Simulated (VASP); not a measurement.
# HgTe (F-43m) in VASP: a series of runs

The runs below take HgTe through single point, with PBE.

Program: VASP 6.6.1. These are calculated values, not measurements. Logs are shortened: lines on timing, memory, paths and dates and some standing lists are left out, and cuts for length are marked.

## 1. The cell of the first run

The structure is cubic, space group F-43m (No. 216). The conventional cell has a = 6.315 Å, b = 6.315 Å, c = 6.315 Å, α = 90.00°, β = 90.00°, γ = 90.00°. Hg (site symmetry -43m) has 4 Te at 2.73 Å within 3.6 Å. Within 3.6 Å of Te (site symmetry -43m) lie 4 Hg at 2.73 Å.

## 2. Single point, PBE (31.49 Å³/atom)

Input file INCAR:

```
ALGO = Normal
EDIFF = 1E-6
ENCUT = 520
GGA = PE
ISIF = 2
ISMEAR = -1
LASPH = True
LCHARG = False
LREAL = False
LWAVE = False
NBANDS = 16
NELM = 80
PREC = Accurate
SIGMA = 0.03
```

Input file KPOINTS:

```
k-points
0
Gamma
  11 11 11
```

Input file POSCAR:

```
HgTe
1.0
    0.0000000000      3.1576958214      3.1576958214
    3.1576958214      0.0000000000      3.1576958214
    3.1576958214      3.1576958214      0.0000000000
Hg Te
1 1
Direct
    0.0000000000      0.0000000000      0.0000000000
    0.7500000000      0.7500000000      0.7500000000
```

Potentials or basis: VASP PAW PBE potentials, release 64 (Hg, Te).

On the command line:

```console
cat potpaw_PBE.64/Hg/POTCAR potpaw_PBE.64/Te/POTCAR > POTCAR
mpirun -np 1 vasp_std > vasp.out
```

OUTCAR:

```text
EDIFF = 1E-6
   ENCUT = 520
   GGA = PE
   ISIF = 2
   ISMEAR = -1
   LASPH = True
   LREAL = False
   NELM = 80
   PREC = Accurate

 ion  position               nearest neighbor table
   1  0.000  0.000  0.000-   2 2.73   2 2.73   2 2.73   2 2.73
   2  0.750  0.750  0.750-   1 2.73   1 2.73   1 2.73   1 2.73

  LATTYP: Found a face centered cubic cell.
 ALAT       =     6.3153916428

  Lattice vectors:

 A1 = (   0.0000000000,   3.1576958214,   3.1576958214)
 A2 = (   3.1576958214,   0.0000000000,   3.1576958214)
 A3 = (   3.1576958214,   3.1576958214,   0.0000000000)

Analysis of symmetry for initial positions (statically):
=====================================================================
 Subroutine PRICEL returns:
 Original cell was already a primitive cell.

 Routine SETGRP: Setting up the symmetry group for a
 face centered cubic supercell.

 Subroutine GETGRP returns: Found 24 space group operations
 (whereof 24 operations were pure point group operations)
 out of a pool of 48 trial point group operations.

The static configuration has the point symmetry T_d .

Analysis of symmetry for dynamics (positions and initial velocities):
=====================================================================
 Subroutine PRICEL returns:
 Original cell was already a primitive cell.

 Routine SETGRP: Setting up the symmetry group for a
 face centered cubic supercell.

 Subroutine GETGRP returns: Found 24 space group operations
 (whereof 24 operations were pure point group operations)
 out of a pool of 48 trial point group operations.

The dynamic configuration has the point symmetry T_d .

 Subroutine INISYM returns: Found 24 space group operations
 (whereof 24 operations are pure point group operations),
 and found     1 'primitive' translations

----------------------------------------------------------------------------------------

                                     Primitive cell

  volume of cell :      62.9710

  direct lattice vectors                    reciprocal lattice vectors
     0.000000000  3.157695821  3.157695821    -0.158343307  0.158343307  0.158343307
     3.157695821  0.000000000  3.157695821     0.158343307 -0.158343307  0.158343307
     3.157695821  3.157695821  0.000000000     0.158343307  0.158343307 -0.158343307

  length of vectors
     4.465656256  4.465656256  4.465656256     0.274258653  0.274258653  0.274258653

  position of ions in fractional coordinates (direct lattice)
     0.000000000  0.000000000  0.000000000
     0.750000000  0.750000000  0.750000000

  ion indices of the primitive-cell ions
   primitive index   ion index
                 1           1
                 2           2

----------------------------------------------------------------------------------------

 KPOINTS: k-points

Automatic generation of k-mesh.
 Grid dimensions read from file:
 generate k-points for:   11   11   11

 Generating k-lattice:

  Cartesian coordinates                     Fractional coordinates (reciprocal lattice)
    -0.014394846  0.014394846  0.014394846     0.090909091  0.000000000  0.000000000
     0.014394846 -0.014394846  0.014394846     0.000000000  0.090909091  0.000000000
     0.014394846  0.014394846 -0.014394846     0.000000000  0.000000000  0.090909091

  Length of vectors
     0.024932605  0.024932605  0.024932605

  Shift w.r.t. Gamma in fractional coordinates (k-lattice)
     0.000000000  0.000000000  0.000000000

 Subroutine IBZKPT returns following result:
 ===========================================

 Found     56 irreducible k-points:

 Following reciprocal coordinates:
            Coordinates               Weight
  0.000000  0.000000  0.000000      1.000000
  0.090909  0.000000  0.000000      8.000000
  0.181818  0.000000  0.000000      8.000000
  0.272727  0.000000  0.000000      8.000000
  0.363636  0.000000  0.000000      8.000000
  0.454545  0.000000  0.000000      8.000000
[... 16 lines left out ...]
 -0.272727  0.181818  0.000000     24.000000
 -0.181818  0.181818  0.000000     12.000000
 [... further k-points ...]
   k-points           NKPTS =     56   k-points in BZ     NKDIM =     56   number of bands    NBANDS=     16
   number of dos      NEDOS =    301   number of ions     NIONS =      2
   total plane-waves  NPLWV =  46656
   dimension x,y,z NGX =    36 NGY =   36 NGZ =   36
   dimension x,y,z NGXF=    72 NGYF=   72 NGZF=   72
   ions per type =               1   1
   NGX,Y,Z   is equivalent  to a cutoff of  13.40, 13.40, 13.40 a.u.
   NGXF,Y,Z  is equivalent  to a cutoff of  26.80, 26.80, 26.80 a.u.
 SYSTEM =  unknown system
   PREC   = accura    normal or accurate (medium, high low for compatibility)
   ISTART =      0    job   : 0-new  1-cont  2-samecut
   ICHARG =      2    charge: 1-file 2-atom 10-const
   ISPIN  =      1    spin polarized calculation?
   LNONCOLLINEAR =      F non collinear calculations
   LSORBIT =      F    spin-orbit coupling
   LASPH  =      T    aspherical Exc in radial PAW
   ENCUT  =  520.0 eV  38.22 Ry    6.18 a.u.   8.30  8.30  8.30*2*pi/ulx,y,z
   NELM   =     80;   NELMIN=  2; NELMDL= -5     # of ELM steps
   EDIFF  = 0.1E-05   stopping-criterion for ELM
   LREAL  =      F    real-space projection
   EDIFFG = 0.1E-04   stopping-criterion for IOM
   NSW    =      0    number of steps for IOM
   IBRION =     -1    ionic relax: 0-MD 1-quasi-New 2-CG
   NFREE  =      0    steps in history (QN), initial steepest desc. (CG)
   ISIF   =      2    stress and relaxation
   ISYM   =      2    0-nonsym 1-usesym 2-fastsym
   POTIM  = 0.5000    time-step for ionic-motion
   TEBEG  =    0.0;   TEEND  =   0.0 temperature during run
   PSTRESS=    0.0 pullay stress
   NELECT =      18.0000    total number of electrons
   NUPDOWN=      -1.0000    fix difference up-down
   EMIN   =  10.00;   EMAX   =-10.00  energy-range for DOS
   EFERMI =   0.00;   METHOD = LEGACY
   ISMEAR =    -1;   SIGMA  =   0.03  broadening in eV -4-tet -1-fermi 0-gaus
   EFERMI_NEDOS =   21; number of points for ismear=-14 and -15
   IALGO  =     38    algorithm
   IMIX   =      4    mixing-type and parameters
     AMIX     =   0.40;   BMIX     =  1.00
     AMIX_MAG =   1.60;   BMIX_MAG =  1.00
  volume/ion in A,a.u.               =      31.49       212.47
  Fermi-wavevector in a.u.,A,eV,Ry     =   1.078414  2.037906 15.823249  1.162976
  Thomas-Fermi vector in A             =   2.214352
   LORBIT       =      0    0 simple, 1 ext, 2 COOP (PROOUT), +10 PAW based schemes
   GGA     = PE    functional components
[... 5 lines left out ...]
 non-spin polarized calculation
  energy-cutoff  :      520.00
  volume of cell :       62.97
 maximum number of plane-waves:      1717
 NGX is ok and might be reduce to    36
   NGX = 17   NGY = 17   NGZ = 17

 number of electron      18.0000000 magnetization

 Free energy of the ion-electron system (eV)
  ---------------------------------------------------
  ext. energy  EPLUGINS =         0.00000000
  ---------------------------------------------------
  free energy    TOTEN  =        -3.42130251 eV

  energy without entropy =       -3.42117717  energy(sigma->0) =       -3.42123984

 E-fermi :   3.9031     XC(G=0):  -9.0669

 val. band max:        3.8743238677   @ k =   0.0000   0.0000   0.0000
 cond. band min:       4.4500059495   @ k =   0.0909   0.0000   0.0000
 fundamental gap:      0.5756820819
 Fermi energy:         3.9030696203

 k-point     1 :       0.0000    0.0000    0.0000
  band No.  band energies     occupation
      1      -8.6499      2.00000
      2      -3.9202      2.00000
      3      -3.9202      2.00000
      4      -3.9202      2.00000
      5      -3.3012      2.00000
      6      -3.3012      2.00000
[... 8 lines left out ...]
     15      13.5235      0.00000
     16      13.5235      0.00000

 k-point     2 :       0.0909    0.0000    0.0000
  band No.  band energies     occupation
      1      -8.6023      2.00000
      2      -3.9071      2.00000
      3      -3.9066      2.00000
      4      -3.9066      2.00000
      5      -3.3030      2.00000
      6      -3.3030      2.00000
[... 8 lines left out ...]
     15      12.8183      0.00000
     16      12.8183      0.00000

 k-point     3 :       0.1818    0.0000    0.0000
  band No.  band energies     occupation
      1      -8.4705      2.00000
      2      -3.8713      2.00000
      3      -3.8713      2.00000
      4      -3.8530      2.00000
      5      -3.3053      2.00000
      6      -3.3053      2.00000
[... 8 lines left out ...]
     15      12.3809      0.00000
     16      12.3809      0.00000

 k-point     4 :       0.2727    0.0000    0.0000
  band No.  band energies     occupation
      1      -8.2890      2.00000
      2      -3.8293      2.00000
      3      -3.8293      2.00000
      4      -3.7169      2.00000
      5      -3.3016      2.00000
      6      -3.3016      2.00000
[... 8 lines left out ...]
     15      12.4387      0.00000
     16      12.4387      0.00000
[... 324 lines left out ...]
 k-point    22 :      -0.3636    0.1818    0.0000
  band No.  band energies     occupation
      1      -7.9415      2.00000
      2      -3.7509      2.00000
      3      -3.7263      2.00000
      4      -3.3372      2.00000
      5      -3.3038      2.00000
      6      -3.0836      2.00000
[... 8 lines left out ...]
     15      12.6995      0.00000
     16      13.7913      0.00000

 k-point    23 :      -0.2727    0.1818    0.0000
  band No.  band energies     occupation
      1      -8.0639      2.00000
      2      -3.7652      2.00000
      3      -3.7618      2.00000
      4      -3.5098      2.00000
      5      -3.3244      2.00000
      6      -3.2395      2.00000
[... 8 lines left out ...]
     15      13.1855      0.00000
     16      14.3997      0.00000

 k-point    24 :      -0.1818    0.1818    0.0000
  band No.  band energies     occupation
      1      -8.2272      2.00000
      2      -3.8135      2.00000
      3      -3.7936      2.00000
      4      -3.7032      2.00000
      5      -3.3294      2.00000
      6      -3.2700      2.00000
[... 8 lines left out ...]
     15      13.1351      0.00000
     16      13.3779      0.00000

 [... further k-points ...]

------------------------ aborting loop because EDIFF is reached ----------------------------------------

  FORCE on cell =-STRESS in cart. coord.  units (eV):
  Direction    XX          YY          ZZ          XY          YZ          ZX
  --------------------------------------------------------------------------------------
  -------------------------------------------------------------------------------------
  Total        3.1576589      3.1576589      3.1576589      0.0000000      0.0000000     -0.0000000
  in kB       80.3405724     80.3405724     80.3405724      0.0000000      0.0000000     -0.0000000
  external PRESSURE =      80.3405724 kB  Pullay stress =       0.0000000 kB

 VOLUME and BASIS-vectors are now :
 -----------------------------------------------------------------------------
  energy-cutoff  :      520.00
  volume of cell :       62.97
      direct lattice vectors                 reciprocal lattice vectors
     0.000000000  3.157695821  3.157695821    -0.158343307  0.158343307  0.158343307
     3.157695821  0.000000000  3.157695821     0.158343307 -0.158343307  0.158343307
     3.157695821  3.157695821  0.000000000     0.158343307  0.158343307 -0.158343307

 POSITION                                       TOTAL-FORCE (eV/Angst)
 -----------------------------------------------------------------------------------
      0.00000      0.00000      0.00000        -0.000000     -0.000000      0.000000
      4.73654      4.73654      4.73654         0.000000      0.000000     -0.000000
 -----------------------------------------------------------------------------------
    total drift:                                0.000000      0.000000      0.000000

  FREE ENERGIE OF THE ION-ELECTRON SYSTEM (eV)
  ---------------------------------------------------
  free  energy   TOTEN  =        -3.4213025106 eV

  energy  without entropy=       -3.4211771655  energy(sigma->0) =       -3.42123984
```

Wall time 64 s (1 thread of Intel Xeon 8259CL, shared host); peak memory 0.24 GiB.

What came out:

```yaml
Free_energy: -3.4213 eV
Pressure: 8.0 GPa
Band_gap_on_the_k_mesh: zero (filled and empty bands touch)
```

Caveat: the cell stands under pressure; semilocal functionals underestimate gaps, so a narrow gap can read as zero; spin-orbit coupling is left out, which moves the levels of the heavy elements.

## 3. Single point, PBE (32.16 Å³/atom)

This run uses another cell than the first one, of 32.16 Å³/atom.

Input file INCAR:

```
ALGO     = Normal         # electronic algorithm
EDIFF    = 1E-6           # SCF threshold, eV
ENCUT    = 520            # plane-wave cutoff, eV
GGA      = PE             # functional
ISIF     = 2              # what is computed and relaxed
ISMEAR   = -1             # smearing method
LASPH    = T              # aspherical terms in the spheres
LCHARG   = F              # write CHGCAR
LREAL    = F              # projectors in reciprocal space
LWAVE    = F              # write WAVECAR
NBANDS   = 16             # bands
NELM     = 60             # most SCF steps
PREC     = Accurate       # precision mode
SIGMA    = 0.03           # smearing width, eV
```

KPOINTS is that of step 2.

Input file POSCAR:

```
HgTe
1.0
    0.0000000000      3.1799338486      3.1799338486
    3.1799338486      0.0000000000      3.1799338486
    3.1799338486      3.1799338486      0.0000000000
Hg Te
1 1
Direct
    0.0000000000      0.0000000000      0.0000000000
    0.7500000000      0.7500000000      0.7500000000
```

Potentials or basis: VASP PAW PBE potentials, release 64 (Hg, Te).

On the command line:

```console
cat potpaw_PBE.64/Hg/POTCAR potpaw_PBE.64/Te/POTCAR > POTCAR
mpirun -np 1 vasp_std > vasp.out
```

It took 69 s on 1 thread of Intel Xeon 8259CL, shared host; peak memory 0.24 GiB.

The run converged. Its results:

```yaml
Free_energy: -3.4827 eV
Pressure: 6.6 GPa
Band_gap_on_the_k_mesh: zero (filled and empty bands touch)
```

Levels at points of the mesh, in eV from the Fermi level:
```
           k point  band 7  band 8  band 9  band 10  band 11  band 12
(0.00, 0.00, 0.00)   -0.63   -0.03   -0.03    -0.03     4.10     4.10
```

Caveat: the cell stands under pressure; semilocal functionals underestimate gaps, so a narrow gap can read as zero; spin-orbit coupling is left out, which moves the levels of the heavy elements.
